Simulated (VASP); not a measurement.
# AlCoC4N4 (P-43m) in VASP: further runs

AlCoC4N4 is run at these levels: PBE; tasks: single point.

Everything below comes from runs of VASP 6.6.1. Logs are shortened: lines on timing, memory, paths and dates and some standing lists are left out, and cuts for length are marked.

### Step 1. The cell of the first run

It takes space group P-43m (No. 215, cubic). Conventional cell: a = 5.803 Å, b = 5.803 Å, c = 5.803 Å, α = 90.00°, β = 90.00°, γ = 90.00°. Within 2.6 Å of Al (site symmetry -43m) lie 4 C at 1.96 Å. Within 2.5 Å of Co (site symmetry -43m) lie 4 N at 1.89 Å. Within 1.6 Å of C (site symmetry 3m) lie 1 N at 1.17 Å. Within 1.6 Å of N (site symmetry 3m) lie 1 C at 1.17 Å.

### Step 2. Single point, PBE, collinear spin, ferromagnetic start

INCAR reads:

```
PREC = Accurate
ENCUT = 520
EDIFF = 1E-7
ISMEAR = 0
SIGMA = 0.1
LREAL = False
LASPH = True
NELM = 150
ALGO = Normal
ISIF = 2
LWAVE = False
LCHARG = True
ISPIN = 2
MAGMOM = 0 3 0 0 0 0 0 0 0 0
LORBIT = 11
LMAXMIX = 4
GGA = PE
LELF = True
LVHAR = True
NBANDS = 39
```

KPOINTS reads:

```
regular mesh
0
Gamma
  4 4 4
```

POSCAR reads:

```
AlCoC4N4
1.0
    5.8026633622      0.0000000000      0.0000000000
    0.0000000000      5.8026633622      0.0000000000
    0.0000000000      0.0000000000      5.8026633622
Al Co C N
1 1 4 4
Direct
    0.0000000000      0.0000000000      0.0000000000
    0.5000000000      0.5000000000      0.5000000000
    0.1953206847      0.1953206847      0.1953206847
    0.1953206847      0.8046793153      0.8046793153
    0.8046793153      0.1953206847      0.8046793153
    0.8046793153      0.8046793153      0.1953206847
    0.3116397837      0.3116397837      0.3116397837
    0.3116397837      0.6883602163      0.6883602163
    0.6883602163      0.3116397837      0.6883602163
    0.6883602163      0.6883602163      0.3116397837
```

Potentials or basis: VASP PAW PBE potentials, release 64 (Al, Co, C, N).

Command:

```sh
$ cat potpaw_PBE.64/Al/POTCAR potpaw_PBE.64/Co/POTCAR potpaw_PBE.64/C/POTCAR potpaw_PBE.64/N/POTCAR > POTCAR
$ mpirun -np 1 vasp_std > vasp.out
```

OUTCAR:

```text
PREC = Accurate
   ENCUT = 520
   EDIFF = 1E-7
   ISMEAR = 0
   LREAL = False
   LASPH = True
   NELM = 150
   ISIF = 2
   ISPIN = 2
   LORBIT = 11
   GGA = PE

 ion  position               nearest neighbor table
   1  0.000  0.000  0.000-   3 1.96   4 1.96   5 1.96   6 1.96
   2  0.500  0.500  0.500-   7 1.89   8 1.89   9 1.89  10 1.89
   3  0.195  0.195  0.195-   7 1.17   1 1.96
   4  0.195  0.805  0.805-   8 1.17   1 1.96
   5  0.805  0.195  0.805-   9 1.17   1 1.96
   6  0.805  0.805  0.195-  10 1.17   1 1.96
   7  0.312  0.312  0.312-   3 1.17   2 1.89
   8  0.312  0.688  0.688-   4 1.17   2 1.89
   9  0.688  0.312  0.688-   5 1.17   2 1.89
  10  0.688  0.688  0.312-   6 1.17   2 1.89

  LATTYP: Found a simple cubic cell.
 ALAT       =     5.8026633622

  Lattice vectors:

 A1 = (   5.8026633622,   0.0000000000,   0.0000000000)
 A2 = (   0.0000000000,   5.8026633622,   0.0000000000)
 A3 = (   0.0000000000,   0.0000000000,   5.8026633622)

Analysis of symmetry for initial positions (statically):
=====================================================================
 Subroutine PRICEL returns:
 Original cell was already a primitive cell.

 Routine SETGRP: Setting up the symmetry group for a
 simple cubic supercell.

 Subroutine GETGRP returns: Found 24 space group operations
 (whereof 24 operations were pure point group operations)
 out of a pool of 48 trial point group operations.

The static configuration has the point symmetry T_d .

Analysis of symmetry for dynamics (positions and initial velocities):
=====================================================================
 Subroutine PRICEL returns:
 Original cell was already a primitive cell.

 Routine SETGRP: Setting up the symmetry group for a
 simple cubic supercell.

 Subroutine GETGRP returns: Found 24 space group operations
 (whereof 24 operations were pure point group operations)
 out of a pool of 48 trial point group operations.

The dynamic configuration has the point symmetry T_d .

Analysis of structural, dynamic, and magnetic symmetry:
=====================================================================
 Subroutine PRICEL returns:
 Original cell was already a primitive cell.

 Routine SETGRP: Setting up the symmetry group for a
 simple cubic supercell.

 Subroutine GETGRP returns: Found 24 space group operations
 (whereof 24 operations were pure point group operations)
 out of a pool of 48 trial point group operations.

The overall configuration has the point symmetry T_d .

 Subroutine INISYM returns: Found 24 space group operations
 (whereof 24 operations are pure point group operations),
 and found     1 'primitive' translations

----------------------------------------------------------------------------------------

                                     Primitive cell

  volume of cell :     195.3809

  direct lattice vectors                    reciprocal lattice vectors
     5.802663362  0.000000000  0.000000000     0.172334657  0.000000000  0.000000000
     0.000000000  5.802663362  0.000000000     0.000000000  0.172334657  0.000000000
     0.000000000  0.000000000  5.802663362     0.000000000  0.000000000  0.172334657

  length of vectors
     5.802663362  5.802663362  5.802663362     0.172334657  0.172334657  0.172334657

  position of ions in fractional coordinates (direct lattice)
     0.000000000  0.000000000  0.000000000
     0.500000000  0.500000000  0.500000000
     0.195320685  0.195320685  0.195320685
     0.195320685  0.804679315  0.804679315
     0.804679315  0.195320685  0.804679315
     0.804679315  0.804679315  0.195320685
     0.311639784  0.311639784  0.311639784
     0.311639784  0.688360216  0.688360216
     0.688360216  0.311639784  0.688360216
[... 54 lines left out ...]
   number of dos      NEDOS =    301   number of ions     NIONS =     10
   total plane-waves  NPLWV = 110592
   dimension x,y,z NGX =    48 NGY =   48 NGZ =   48
   dimension x,y,z NGXF=    96 NGYF=   96 NGZF=   96
   ions per type =               1   1   4   4
   NGX,Y,Z   is equivalent  to a cutoff of  13.75, 13.75, 13.75 a.u.
   NGXF,Y,Z  is equivalent  to a cutoff of  27.50, 27.50, 27.50 a.u.
 SYSTEM =  unknown system
   PREC   = accura    normal or accurate (medium, high low for compatibility)
   ISTART =      0    job   : 0-new  1-cont  2-samecut
   ICHARG =      2    charge: 1-file 2-atom 10-const
   ISPIN  =      2    spin polarized calculation?
   LNONCOLLINEAR =      F non collinear calculations
   LSORBIT =      F    spin-orbit coupling
   LASPH  =      T    aspherical Exc in radial PAW
   ENCUT  =  520.0 eV  38.22 Ry    6.18 a.u.  10.79 10.79 10.79*2*pi/ulx,y,z
   NELM   =    150;   NELMIN=  2; NELMDL= -5     # of ELM steps
   EDIFF  = 0.1E-06   stopping-criterion for ELM
   LREAL  =      F    real-space projection
   EDIFFG = 0.1E-05   stopping-criterion for IOM
   NSW    =      0    number of steps for IOM
   IBRION =     -1    ionic relax: 0-MD 1-quasi-New 2-CG
   NFREE  =      0    steps in history (QN), initial steepest desc. (CG)
   ISIF   =      2    stress and relaxation
   ISYM   =      2    0-nonsym 1-usesym 2-fastsym
   POTIM  = 0.5000    time-step for ionic-motion
   TEBEG  =    0.0;   TEEND  =   0.0 temperature during run
   PSTRESS=    0.0 pullay stress
   NELECT =      48.0000    total number of electrons
   NUPDOWN=      -1.0000    fix difference up-down
   EMIN   =  10.00;   EMAX   =-10.00  energy-range for DOS
   EFERMI =   0.00;   METHOD = LEGACY
   ISMEAR =     0;   SIGMA  =   0.10  broadening in eV -4-tet -1-fermi 0-gaus
   EFERMI_NEDOS =   21; number of points for ismear=-14 and -15
   IALGO  =     38    algorithm
   IMIX   =      4    mixing-type and parameters
     AMIX     =   0.40;   BMIX     =  1.00
     AMIX_MAG =   1.60;   BMIX_MAG =  1.00
  volume/ion in A,a.u.               =      19.54       131.85
  Fermi-wavevector in a.u.,A,eV,Ry     =   1.025324  1.937582 14.303664  1.051290
  Thomas-Fermi vector in A             =   2.159158
   LORBIT       =     11    0 simple, 1 ext, 2 COOP (PROOUT), +10 PAW based schemes
   GGA     = PE    functional components
   LHFCALC =     F    Hartree Fock is set to
   AEXX    =    0.0000 exact exchange contribution
   IVDW    =     0    specifies the selected vdW correction
   LEPSILON=     F    determine dielectric tensor
   LRPA    =     F    only Hartree local field effects (RPA)
 spin polarized calculation
 Gauss-broadening in eV      SIGMA  =   0.10
  energy-cutoff  :      520.00
  volume of cell :      195.38
 maximum number of plane-waves:      5294
 NGX is ok and might be reduce to    48
   NGX = 21   NGY = 21   NGZ = 21

 number of electron      48.0000002 magnetization       1.9999755

 Free energy of the ion-electron system (eV)
  ---------------------------------------------------
  ext. energy  EPLUGINS =         0.00000000
  ---------------------------------------------------
  free energy    TOTEN  =       -78.36547383 eV

  energy without entropy =      -78.32331235  energy(sigma->0) =      -78.34439309

 E-fermi :   0.8897     XC(G=0):  -7.2196

 val. band max:        0.8568108721   @ k =   0.2500   0.2500   0.2500
 cond. band min:       0.9025847867   @ k =   0.5000   0.2500   0.2500
 fundamental gap:      0.0457739146
 Fermi energy:         0.8896917125

 spin component 1

 k-point     1 :       0.0000    0.0000    0.0000
  band No.  band energies     occupation
      1     -18.3309      1.00000
      2     -18.1766      1.00000
      3     -18.1766      1.00000
      4     -18.1766      1.00000
      5      -9.4562      1.00000
      6      -7.7210      1.00000
[... 379 lines left out ...]
     35       6.8865      0.00000
     36       6.8865      0.00000
 Fermi energy:         0.8896917125

 spin component 2

 k-point     1 :       0.0000    0.0000    0.0000
  band No.  band energies     occupation
      1     -18.2958      1.00000
      2     -18.1414      1.00000
      3     -18.1414      1.00000
      4     -18.1414      1.00000
      5      -9.4441      1.00000
      6      -7.5742      1.00000
[... 379 lines left out ...]
     35       6.9549      0.00000
     36       6.9549      0.00000
 [bands above 36 left out]

------------------------ aborting loop because EDIFF is reached ----------------------------------------

  FORCE on cell =-STRESS in cart. coord.  units (eV):
  Direction    XX          YY          ZZ          XY          YZ          ZX
  --------------------------------------------------------------------------------------
  -------------------------------------------------------------------------------------
  Total        0.8465511      0.8465511      0.8465511      0.0000000      0.0000000      0.0000000
  in kB        6.9419522      6.9419522      6.9419522      0.0000000      0.0000000      0.0000000
  external PRESSURE =       6.9419522 kB  Pullay stress =       0.0000000 kB

 VOLUME and BASIS-vectors are now :
 -----------------------------------------------------------------------------
  energy-cutoff  :      520.00
  volume of cell :      195.38
      direct lattice vectors                 reciprocal lattice vectors
     5.802663362  0.000000000  0.000000000     0.172334657  0.000000000  0.000000000
     0.000000000  5.802663362  0.000000000     0.000000000  0.172334657  0.000000000
     0.000000000  0.000000000  5.802663362     0.000000000  0.000000000  0.172334657

 POSITION                                       TOTAL-FORCE (eV/Angst)
 -----------------------------------------------------------------------------------
      0.00000      0.00000      0.00000        -0.000000      0.000000     -0.000000
      2.90133      2.90133      2.90133        -0.000000      0.000000     -0.000000
      1.13338      1.13338      1.13338        -0.223972     -0.223972     -0.223972
      1.13338      4.66928      4.66928        -0.223972      0.223972      0.223972
      4.66928      1.13338      4.66928         0.223972     -0.223972      0.223972
      4.66928      4.66928      1.13338         0.223972      0.223972     -0.223972
      1.80834      1.80834      1.80834         0.182832      0.182832      0.182832
      1.80834      3.99432      3.99432         0.182832     -0.182832     -0.182832
      3.99432      1.80834      3.99432        -0.182832      0.182832     -0.182832
      3.99432      3.99432      1.80834        -0.182832     -0.182832      0.182832
 -----------------------------------------------------------------------------------
    total drift:                                0.000000      0.000000      0.000000

  FREE ENERGIE OF THE ION-ELECTRON SYSTEM (eV)
  ---------------------------------------------------
  free  energy   TOTEN  =       -78.3654738295 eV

  energy  without entropy=      -78.3233123506  energy(sigma->0) =      -78.34439309

 total charge

# of ion       s       p       d       tot
------------------------------------------
    1        0.357   0.434   0.000   0.791
    2        0.395   0.603   7.255   8.254
    3        0.949   1.689   0.000   2.638
    4        0.949   1.689   0.000   2.638
    5        0.949   1.689   0.000   2.638
    6        0.949   1.689   0.000   2.638
    7        1.306   2.567   0.000   3.872
    8        1.306   2.567   0.000   3.872
    9        1.306   2.567   0.000   3.872
   10        1.306   2.567   0.000   3.872
--------------------------------------------------
tot          9.770  18.062   7.255  35.087

 magnetization (x)

# of ion       s       p       d       tot
------------------------------------------
    1        0.001  -0.002   0.000  -0.001
    2        0.008   0.056   1.841   1.905
    3        0.002   0.004   0.000   0.006
    4        0.002   0.004   0.000   0.006
    5        0.002   0.004   0.000   0.006
    6        0.002   0.004   0.000   0.006
    7        0.006   0.007   0.000   0.013
    8        0.006   0.007   0.000   0.013
    9        0.006   0.007   0.000   0.013
   10        0.006   0.007   0.000   0.013
--------------------------------------------------
tot          0.041   0.097   1.841   1.979
```

Wall time 3.3 min (1 thread of Intel Xeon Platinum 8375C at 2.90GHz (Ice Lake), shared host); peak memory 0.47 GiB.

Results:

| Item | Value |
| --- | --- |
| Free energy | -78.3655 eV |
| Pressure | 0.7 GPa |
| Largest force | 0.388 eV/Å |
| Band gap on the k mesh | zero (filled and empty bands overlap) |
| Net moment | 2.00 μB per cell |
| Site moments | Al -0.00; Co +1.91; C +0.01; N +0.01 μB |
| Valence electrons inside the program's atomic spheres | Al 0.79; Co 8.25; C 2.64; N 3.87 |

Forces on the atoms (eV/Å):
```
Al   0.000  0.000  0.000
Co   0.000  0.000  0.000
C   -0.224 -0.224 -0.224
C   -0.224  0.224  0.224
C    0.224 -0.224  0.224
C    0.224  0.224 -0.224
N    0.183  0.183  0.183
N    0.183 -0.183 -0.183
N   -0.183  0.183 -0.183
N   -0.183 -0.183  0.183
```

Caveat: a cell with one magnetic atom can't hold antiferromagnetic order, which such compounds often take.

### Step 3. Single point, PBE, collinear spin, ferromagnetic start

This run uses another cell than the first one, of 19.86 Å³/atom, 1.016 times its volume.

INCAR reads:

```
SYSTEM = AlCoC4N4
PREC     = Accurate       ! precision mode
ENCUT    = 520            ! plane-wave cutoff, eV
EDIFF    = 1E-7           ! SCF threshold, eV
ISMEAR   = 0              ! smearing method
SIGMA    = 0.1            ! smearing width, eV
LREAL    = .FALSE.        ! projectors in reciprocal space
LASPH    = .TRUE.         ! aspherical terms in the spheres
NELM     = 150            ! most SCF steps
ALGO     = Normal         ! electronic algorithm
ISIF     = 2              ! what is computed and relaxed
LWAVE    = .FALSE.        ! write WAVECAR
LCHARG   = .FALSE.        ! write CHGCAR
ISPIN    = 2              ! spin polarisation
MAGMOM   = 0 3 0 0 0 0 0 0 0 0 ! initial moments
LORBIT   = 11             ! projections on sites
LMAXMIX  = 4              ! l up to which the mixer works
GGA      = PE             ! functional
NBANDS   = 39             ! bands
```

KPOINTS reads:

```
Automatic mesh
0
G
  4 4 4
  0 0 0
```

POSCAR reads:

```
AlCoC4N4
1.0
    5.8341244700      0.0000000000      0.0000000000
    0.0000000000      5.8341244700      0.0000000000
    0.0000000000      0.0000000000      5.8341244700
Al Co C N
1 1 4 4
Direct
    0.0000000000      0.0000000000      0.0000000000
    0.5000000000      0.5000000000      0.5000000000
    0.1855517100      0.1855517100      0.1855517100
    0.1855517100      0.8144482900      0.8144482900
    0.8144482900      0.1855517100      0.8144482900
    0.8144482900      0.8144482900      0.1855517100
    0.3013359700      0.3013359700      0.3013359700
    0.3013359700      0.6986640300      0.6986640300
    0.6986640300      0.3013359700      0.6986640300
    0.6986640300      0.6986640300      0.3013359700
```

Potentials or basis: VASP PAW PBE potentials, release 64 (Al, Co, C, N).

Command:

```sh
$ cat potpaw_PBE.64/Al/POTCAR potpaw_PBE.64/Co/POTCAR potpaw_PBE.64/C/POTCAR potpaw_PBE.64/N/POTCAR > POTCAR
$ mpirun -np 1 vasp_std > vasp.out
```

It took 3.3 min on 1 thread of Intel Xeon Platinum 8375C at 2.90GHz (Ice Lake), shared host; peak memory 0.47 GiB.

It converged, with:

| Quantity | Value |
| --- | --- |
| Free energy | -77.8831 eV |
| Pressure | 1.5 GPa |
| Largest force | 1.572 eV/Å |
| Band gap on the k mesh | zero (filled and empty bands overlap) |
| Net moment | 2.00 μB per cell |
| Site moments | Al -0.00; Co +2.01; C -0.00; N +0.01 μB |
| Valence electrons inside the program's atomic spheres | Al 0.90; Co 7.94; C 2.67; N 3.85 |

Forces on the atoms (eV/Å):
```
Al   0.000  0.000  0.000
Co   0.000  0.000  0.000
C    0.907  0.907  0.907
C    0.907 -0.907 -0.907
C   -0.907  0.907 -0.907
C   -0.907 -0.907  0.907
N    0.559  0.559  0.559
N    0.559 -0.559 -0.559
N   -0.559  0.559 -0.559
N   -0.559 -0.559  0.559
```

Levels at points of the mesh, in eV from the Fermi level:
Spin up:
| k point | band 23 | band 24 | band 25 | band 26 | band 27 | band 28 |
| --- | --- | --- | --- | --- | --- | --- |
| (0.00, 0.00, 0.00) | -2.15 | -2.15 | -2.15 | 1.35 | 1.35 | 1.35 |
| (0.50, 0.00, 0.00) | -2.06 | -1.97 | -1.97 | 1.42 | 1.42 | 1.66 |
| (0.50, 0.50, 0.00) | -2.06 | -1.94 | -1.94 | 1.66 | 1.66 | 1.68 |
| (0.50, 0.50, 0.50) | -2.08 | -2.08 | -2.08 | 1.73 | 1.73 | 1.73 |
Spin down:
| k point | band 20 | band 21 | band 22 | band 23 | band 24 | band 25 | band 26 | band 27 |
| --- | --- | --- | --- | --- | --- | --- | --- | --- |
| (0.00, 0.00, 0.00) | -5.05 | -1.15 | -1.15 | -0.26 | -0.26 | -0.26 | 1.80 | 1.80 |
| (0.50, 0.00, 0.00) | -5.05 | -1.16 | -0.98 | 0.01 | 0.11 | 0.11 | 1.55 | 1.55 |
| (0.50, 0.50, 0.00) | -5.07 | -1.14 | -0.99 | -0.02 | 0.22 | 0.22 | 1.66 | 1.66 |
| (0.50, 0.50, 0.50) | -4.91 | -1.13 | -1.13 | -0.01 | -0.01 | -0.01 | 1.97 | 1.97 |

Caveat: a cell with one magnetic atom can't hold antiferromagnetic order, which such compounds often take; forces of over 1 eV/Å act on the atoms, so gaps and moduli don't describe the material at rest.
